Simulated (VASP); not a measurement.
# Au (Fm-3m) in VASP: notebook

The runs below take Au through relaxation of cell and atoms, with PBE.

All numbers are computed with VASP 6.6.1; they aren't measurements. Logs are shortened: lines on timing, memory, paths and dates and some standing lists are left out, and cuts for length are marked.

### Step 1. The cell of the first run

Symmetry: Fm-3m, No. 225, cubic system. The conventional cell has a = 4.040 Å, b = 4.040 Å, c = 4.040 Å, α = 90.00°, β = 90.00°, γ = 90.00°. Within 3.8 Å of Au (site symmetry m-3m) lie 12 Au at 2.86 Å.

### Step 2. Relaxation of cell and atoms, PBE, target pressure 15 GPa, at which the enthalpy is minimised

Contents of INCAR:

```
SYSTEM = Au
ALGO = Fast
EDIFF = 1E-7
EDIFFG = -0.008
ENCUT = 600
GGA = PE
IBRION = 2
ISIF = 3
ISMEAR = 0
LASPH = .True.
LCHARG = .False.
LREAL = .False.
LWAVE = .False.
NELM = 100
NSW = 70
PREC = Accurate
PSTRESS = 150.0
SIGMA = 0.1
```

Contents of KPOINTS:

```
k-points
0
Gamma
  18 18 18
  0 0 0
```

Contents of POSCAR:

```
Au
1.0
    0.0000000000      2.0198044797      2.0198044797
    2.0198044797      0.0000000000      2.0198044797
    2.0198044797      2.0198044797      0.0000000000
Au
1
Direct
    0.0000000000      0.0000000000      0.0000000000
```

Potentials or basis: VASP PAW PBE potentials, release 64 (Au).

On the command line:

```sh
cat potpaw_PBE.64/Au/POTCAR > POTCAR
mpirun -np 1 vasp_std > vasp.out
```

OUTCAR:

```text
SYSTEM = Au
   EDIFF = 1E-7
   EDIFFG = -0.008
   ENCUT = 600
   GGA = PE
   IBRION = 2
   ISIF = 3
   ISMEAR = 0
   LASPH = .True.
   LREAL = .False.
   NELM = 100
   NSW = 70
   PREC = Accurate
   PSTRESS = 150.0

 ion  position               nearest neighbor table
   1  0.000  0.000  0.000-

  LATTYP: Found a face centered cubic cell.
 ALAT       =     4.0396089594

  Lattice vectors:

 A1 = (   0.0000000000,   2.0198044797,   2.0198044797)
 A2 = (   2.0198044797,   0.0000000000,   2.0198044797)
 A3 = (   2.0198044797,   2.0198044797,   0.0000000000)

Analysis of symmetry for initial positions (statically):
=====================================================================
 Subroutine PRICEL returns:
 Original cell was already a primitive cell.

 Routine SETGRP: Setting up the symmetry group for a
 face centered cubic supercell.

 Subroutine GETGRP returns: Found 48 space group operations
 (whereof 48 operations were pure point group operations)
 out of a pool of 48 trial point group operations.

The static configuration has the point symmetry O_h .

Analysis of symmetry for dynamics (positions and initial velocities):
=====================================================================
 Subroutine PRICEL returns:
 Original cell was already a primitive cell.

 Routine SETGRP: Setting up the symmetry group for a
 face centered cubic supercell.

 Subroutine GETGRP returns: Found 48 space group operations
 (whereof 48 operations were pure point group operations)
 out of a pool of 48 trial point group operations.

The dynamic configuration has the point symmetry O_h .

 Subroutine INISYM returns: Found 48 space group operations
 (whereof 48 operations are pure point group operations),
 and found     1 'primitive' translations

----------------------------------------------------------------------------------------

                                     Primitive cell

  volume of cell :      16.4800

  direct lattice vectors                    reciprocal lattice vectors
     0.000000000  2.019804480  2.019804480    -0.247548713  0.247548713  0.247548713
     2.019804480  0.000000000  2.019804480     0.247548713 -0.247548713  0.247548713
     2.019804480  2.019804480  0.000000000     0.247548713  0.247548713 -0.247548713

  length of vectors
     2.856434889  2.856434889  2.856434889     0.428766949  0.428766949  0.428766949

  position of ions in fractional coordinates (direct lattice)
     0.000000000  0.000000000  0.000000000

[... 81 lines left out ...]
   ISIF   =      3    stress and relaxation
   ISYM   =      2    0-nonsym 1-usesym 2-fastsym
   POTIM  = 0.5000    time-step for ionic-motion
   TEBEG  =    0.0;   TEEND  =   0.0 temperature during run
   PSTRESS=  150.0 pullay stress
   NELECT =      11.0000    total number of electrons
   NUPDOWN=      -1.0000    fix difference up-down
   EMIN   =  10.00;   EMAX   =-10.00  energy-range for DOS
   EFERMI =   0.00;   METHOD = LEGACY
   ISMEAR =     0;   SIGMA  =   0.10  broadening in eV -4-tet -1-fermi 0-gaus
   EFERMI_NEDOS =   21; number of points for ismear=-14 and -15
   IALGO  =     68    algorithm
   IMIX   =      4    mixing-type and parameters
     AMIX     =   0.40;   BMIX     =  1.00
     AMIX_MAG =   1.60;   BMIX_MAG =  1.00
  volume/ion in A,a.u.               =      16.48       111.21
  Fermi-wavevector in a.u.,A,eV,Ry     =   1.430715  2.703659 27.850374  2.046945
  Thomas-Fermi vector in A             =   2.550530
   LORBIT       =      0    0 simple, 1 ext, 2 COOP (PROOUT), +10 PAW based schemes
   GGA     = PE    functional components
   LHFCALC =     F    Hartree Fock is set to
   AEXX    =    0.0000 exact exchange contribution
   IVDW    =     0    specifies the selected vdW correction
   LEPSILON=     F    determine dielectric tensor
   LRPA    =     F    only Hartree local field effects (RPA)
 conjugate gradient relaxation of ions
 non-spin polarized calculation
 RMM-DIIS sequential band-by-band and
 Gauss-broadening in eV      SIGMA  =   0.10
  energy-cutoff  :      600.00
  volume of cell :       16.48
 maximum number of plane-waves:       568
   NGX = 11   NGY = 11   NGZ = 11

--------------------------------------- Ionic step        1  -------------------------------------------

 number of electron      10.9999999 magnetization

 Free energy of the ion-electron system (eV)
  ---------------------------------------------------
  ext. energy  EPLUGINS =         0.00000000
  ---------------------------------------------------
  free energy    TOTEN  =        -3.15749709 eV

  energy without entropy =       -3.15606125  energy(sigma->0) =       -3.15677917

------------------------ aborting loop because EDIFF is reached ----------------------------------------

  FORCE on cell =-STRESS in cart. coord.  units (eV):
  Direction    XX          YY          ZZ          XY          YZ          ZX
  --------------------------------------------------------------------------------------
  -------------------------------------------------------------------------------------
  Total        1.5940829      1.5940829      1.5940829      0.0000000      0.0000000     -0.0000000
  in kB      154.9756642    154.9756642    154.9756642      0.0000000      0.0000000     -0.0000000
  external PRESSURE =       4.9756642 kB  Pullay stress =     150.0000000 kB
[... 24 lines left out ...]
--------------------------------------- Ionic step        2  -------------------------------------------

 number of electron      10.9999999 magnetization

 E-fermi :   9.9101     XC(G=0): -12.8738

 val. band max:        9.9014776767   @ k =   0.5000   0.1667   0.0556
 cond. band min:       9.9207248552   @ k =   0.5000   0.2778   0.1111
 fundamental gap:      0.0192471785
 Fermi energy:         9.9101469748

 k-point     1 :       0.0000    0.0000    0.0000
  band No.  band energies     occupation
      1      -0.2190      2.00000
      2       5.0825      2.00000
      3       5.0825      2.00000
      4       5.0825      2.00000
      5       6.6688      2.00000
      6       6.6688      2.00000
      7      24.3988      0.00000
      8      28.5508      0.00000
      9      28.5508      0.00000
[... 312 lines left out ...]
--------------------------------------- Ionic step        3  -------------------------------------------

 number of electron      10.9999999 magnetization

 Free energy of the ion-electron system (eV)
  ---------------------------------------------------
  ext. energy  EPLUGINS =         0.00000000
  ---------------------------------------------------
  free energy    TOTEN  =        -3.16070646 eV

  energy without entropy =       -3.15927387  energy(sigma->0) =       -3.15999017

 E-fermi :  10.0057     XC(G=0): -12.9060

 val. band max:        9.9948178151   @ k =   0.5000   0.1667   0.0556
 cond. band min:      10.0158658830   @ k =   0.4444   0.4444   0.0000
 fundamental gap:      0.0210480680
 Fermi energy:        10.0056848865

 k-point     1 :       0.0000    0.0000    0.0000
  band No.  band energies     occupation
      1      -0.1848      2.00000
      2       5.1454      2.00000
      3       5.1454      2.00000
      4       5.1454      2.00000
      5       6.7468      2.00000
      6       6.7468      2.00000
      7      24.4821      0.00000
      8      28.6651      0.00000
      9      28.6651      0.00000
[... 308 lines left out ...]
  energy  without entropy=       -3.1592738711  energy(sigma->0) =       -3.15999017

  enthalpy is  TOTEN    =        -1.6146457926 eV   P V=        1.5460606709

 reached required accuracy - stopping structural energy minimisation
```

OSZICAR:

```text
N       E                     dE             d eps       ncg     rms          rms(c)
DAV:   1     0.488744846647E+02    0.48874E+02   -0.63881E+03  3710   0.123E+03
DAV:   2    -0.298700769926E+01   -0.51861E+02   -0.49134E+02  3610   0.217E+02
DAV:   3    -0.342206901448E+01   -0.43506E+00   -0.43458E+00  4336   0.211E+01
[... 25 lines left out ...]
RMM:   3    -0.316069995254E+01    0.15749E-03   -0.48600E-04  3510   0.248E-01    0.110E-01
RMM:   4    -0.316070670480E+01   -0.67523E-05   -0.52555E-05  3510   0.823E-02    0.120E-02
RMM:   5    -0.316070592072E+01    0.78407E-06   -0.94231E-06  3509   0.320E-02    0.407E-03
RMM:   6    -0.316070606110E+01   -0.14037E-06   -0.15091E-06  3296   0.119E-02    0.523E-03
RMM:   7    -0.316070637700E+01   -0.31590E-06   -0.40155E-07  2943   0.686E-03    0.588E-03
RMM:   8    -0.316070646352E+01   -0.86517E-07   -0.41225E-08  2064   0.191E-03
   3 F= -.16146458E+01 E0= -.16139295E+01  d E =-.518553E-04
```

CONTCAR:

```text
Au
   1.00000000000000
    -0.0000000000000000    2.0211813711113145    2.0211813711113145
     2.0211813711113145    0.0000000000000000    2.0211813711113145
     2.0211813711113145    2.0211813711113145    0.0000000000000000
  Au
     1
Direct
     0.0000000000000000    0.0000000000000000    0.0000000000000000

  0.00000000E+00  0.00000000E+00  0.00000000E+00
```

It took 25 s on 1 thread of Intel Xeon 6975P-C (Granite Rapids), shared host; peak memory 0.17 GiB.

What came out:

```yaml
Free_energy: -3.1607 eV
Relaxed_volume: 16.51 Å³/atom
Relaxed_cell: a = 2.858 Å, b = 2.858 Å, c = 2.858 Å, α = 60.00°, β = 60.00°, γ = 60.00°
Space_group_after_relaxing_to_0.05_Å: Fm-3m (No. 225)
Energy_change_on_relaxing_the_enthalpy_is_what_falls: -3.2 meV/atom
Ionic_steps: 3
Pressure_after_relaxing: 15.0 GPa
```

Step by step:
```csv
step,energy change (eV),largest force (eV/Å),pressure (GPa),volume (Å³)
1,0.0000,0.0000,15.50,16.48
2,-0.0112,0.0000,13.89,16.60
3,-0.0032,0.0000,14.97,16.51
```

Final structure:
```xyz
1
Lattice="0.0000 2.0212 2.0212 2.0212 0.0000 2.0212 2.0212 2.0212 0.0000" Properties=species:S:1:pos:R:3 pbc="T T T"
Au    0.0000    0.0000    0.0000
```

Levels at points of the mesh, in eV from the Fermi level:
| k point | band 3 | band 4 | band 5 | band 6 | band 7 | band 8 | band 9 |
| --- | --- | --- | --- | --- | --- | --- | --- |
| (0.00, 0.00, 0.00) | -4.86 | -4.86 | -3.26 | -3.26 | 14.48 | 18.66 | 18.66 |
| (0.50, 0.00, 0.00) | -4.90 | -1.99 | -1.99 | -1.10 | 3.25 | 13.93 | 17.37 |
| (0.50, 0.50, 0.00) | -2.04 | -1.65 | -1.65 | 0.94 | 6.04 | 10.10 | 10.10 |

Caveat: the cell is relaxed towards a set pressure, so the enthalpy falls and the energy may rise; spin-orbit coupling is left out, which moves the levels of the heavy elements.

### Step 3. Relaxation of cell and atoms, PBE, target pressure 8 GPa, at which the enthalpy is minimised

This run uses another cell than the first one, of 17.07 Å³/atom, 1.036 times its volume.

Contents of INCAR:

```
PREC     = Accurate       # precision mode
ENCUT    = 600            # plane-wave cutoff, eV
EDIFF    = 1E-7           # SCF threshold, eV
ISMEAR   = 0              # smearing method
SIGMA    = 0.1            # smearing width, eV
LREAL    = F              # projectors in reciprocal space
LASPH    = T              # aspherical terms in the spheres
NELM     = 80             # most SCF steps
ALGO     = Normal         # electronic algorithm
ISIF     = 3              # what is computed and relaxed
LWAVE    = F              # write WAVECAR
LCHARG   = F              # write CHGCAR
GGA      = PE             # functional
IBRION   = 2              # ionic algorithm
NSW      = 70             # ionic steps
EDIFFG   = -0.008         # ionic threshold
PSTRESS  = 80.0
```

Contents of KPOINTS:

```
Automatic mesh
0
Gamma
  18 18 18
```

Contents of POSCAR:

```
Au
1.0
    0.0000000000      2.0437511291      2.0437511291
    2.0437511291      0.0000000000      2.0437511291
    2.0437511291      2.0437511291      0.0000000000
Au
1
Direct
    0.0000000000      0.0000000000      0.0000000000
```

Potentials or basis: VASP PAW PBE potentials, release 64 (Au).

On the command line:

```sh
cat potpaw_PBE.64/Au/POTCAR > POTCAR
mpirun -np 1 vasp_std > vasp.out
```

Run time: 17 s. Hardware: 1 thread of Intel Xeon 6975P-C (Granite Rapids), shared host; peak memory 0.17 GiB.

The run converged. Its results:

```
Free energy                                            : -3.2018 eV
Relaxed volume                                         : 17.09 Å³/atom
Relaxed cell                                           : a = 2.891 Å, b = 2.891 Å, c = 2.891 Å, α = 60.00°, β = 60.00°, γ = 60.00°
Space group after relaxing (to 0.05 Å)                 : Fm-3m (No. 225)
Energy change on relaxing (the enthalpy is what falls) : -0.9 meV/atom
Ionic steps                                            : 3
Pressure after relaxing                                : 8.0 GPa
```

Step by step:
```tsv
step	energy change (eV)	largest force (eV/Å)	pressure (GPa)	volume (Å³)
1	0.0000	0.0000	8.20	17.07
2	-0.0026	0.0000	7.63	17.13
3	-0.0009	0.0000	8.01	17.09
```

Final structure:
```
Au
1.0
     0.00000    2.04445    2.04445
     2.04445    0.00000    2.04445
     2.04445    2.04445    0.00000
Au
1
Direct
  0.00000 0.00000 0.00000
```

Levels at points of the mesh, in eV from the Fermi level:
```csv
k point,band 3,band 4,band 5,band 6,band 7,band 8,band 9
"(0.00, 0.00, 0.00)",-4.65,-4.65,-3.15,-3.15,14.55,18.53,18.53
"(0.50, 0.00, 0.00)",-4.69,-1.95,-1.95,-0.92,3.08,14.00,17.13
"(0.50, 0.50, 0.00)",-2.00,-1.63,-1.63,1.05,5.77,10.02,10.02
```

Caveat: the cell is relaxed towards a set pressure, so the enthalpy falls and the energy may rise; spin-orbit coupling is left out, which moves the levels of the heavy elements.
